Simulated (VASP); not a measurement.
Wanted: the native input for a VASP 6.6.1 run.

```yaml
Task: single point
Functional: PBE
Potentials_or_basis: VASP PAW PBE potentials, release 64 (Ti_sv, C)
Cutoff: 520 eV
k_mesh: 18 × 18 × 18
Occupations: gaussian, width 0.15 eV
Spin: no spin polarisation
Dipole_correction: no
Further_INCAR_settings: ALGO = Normal; EDIFF = 1e-06; NBANDS = 15
```

The structure of TiC lies in POSCAR:

```
TiC
1.0
    0.0000000000      2.1640000000      2.0558000000
    2.1640000000      0.0000000000      2.0558000000
    2.1640000000      2.1640000000      0.0000000000
Ti C
1 1
Direct
    0.0000000000      0.0000000000      0.0000000000
    0.5000000000      0.5000000000      0.5000000000
```

This cell differs from its parent crystal: strain -0.0500 x Voigt [0, 0, 1, 0, 0, 0].

These files were run (other wordings do the same):

INCAR

```
PREC = Accurate
ENCUT = 520
EDIFF = 1E-6
ISMEAR = 0
SIGMA = 0.15
LREAL = F
LASPH = T
NELM = 60
ALGO = Normal
ISIF = 2
LWAVE = F
LCHARG = F
GGA = PE
NBANDS = 15
```

KPOINTS

```
regular mesh
0
Gamma
  18 18 18
```

Potentials or basis: VASP PAW PBE potentials, release 64 (Ti_sv, C).

Command:

```console
$ cat potpaw_PBE.64/Ti_sv/POTCAR potpaw_PBE.64/C/POTCAR > POTCAR
$ mpirun -np 1 vasp_std > vasp.out
```

It gave:

```json
{"Pressure": "16.9 GPa", "Band gap on the k mesh": "zero (band 8 reaches 11.05 eV, above the bottom of band 9 at 9.27 eV)"}
```

Caveat: the cell differs from its parent crystal (strain -0.0500 x Voigt [0, 0, 1, 0, 0, 0]).

Run time: 3.2 min on 1 thread of AMD EPYC 7R13, with other jobs on the host, peak memory 0.22 GiB.
